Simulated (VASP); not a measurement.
Input of a VASP 6.6.1 run:

POSCAR

```
NiO
1.0
    0.0000000000      2.0859016414      2.0859016414
    2.0859016414      0.0000000000      2.0859016414
    2.0859016414      2.0859016414      0.0000000000
Ni O
1 1
Direct
    0.0000000000      0.0000000000      0.0000000000
    0.5000000000      0.5000000000      0.5000000000
```

The input INCAR.step1:

```
SYSTEM = NiO
ALGO = Normal
EDIFF = 1E-5
EFERMI = MIDGAP
ENCUT = 580
GGA = PE
GGA_COMPAT = .False.
ISIF = 2
ISMEAR = 0
ISPIN = 2
LASPH = .True.
LCHARG = .True.
LMAXMIX = 4
LORBIT = 11
LREAL = .False.
LWAVE = .True.
MAGMOM = 1 0
NELM = 100
PREC = Accurate
SIGMA = 0.03
```

INCAR.step2

```
SYSTEM = NiO
ALGO = All
EDIFF = 1E-6
EFERMI = MIDGAP
ENCUT = 580
GGA_COMPAT = .False.
ISEARCH = 1
ISIF = 2
ISMEAR = 0
ISPIN = 2
ISTART = 1
LASPH = .True.
LCHARG = .False.
LMAXMIX = 4
LMIXTAU = .True.
LORBIT = 11
LREAL = .False.
LWAVE = .False.
MAGMOM = 1 0
METAGGA = SCAN
NELM = 100
PREC = Accurate
SIGMA = 0.03
```

KPOINTS

```
k-points
0
Gamma
  7 7 7
```

Potentials or basis: VASP PAW PBE potentials, release 64 (Ni, O).

The run is started by

```bash
$ cat potpaw_PBE.64/Ni/POTCAR potpaw_PBE.64/O/POTCAR > POTCAR
$ cp INCAR.step1 INCAR
$ mpirun -np 1 vasp_std > vasp.out
$ cp INCAR.step2 INCAR
$ mpirun -np 1 vasp_std > vasp.out
```

Question: Estimate the pressure.

Answer: 2.0 GPa.

Question: Predict the band gap on the k mesh.

Answer: 0.98 eV (least direct gap 2.18 eV).

Caveat: the PAW data sets were made with another functional, which shifts forces and pressure a little; an odd mesh through Γ misses points on the zone boundary, where band edges can lie; a cell with one magnetic atom can't hold antiferromagnetic order, which such compounds often take.
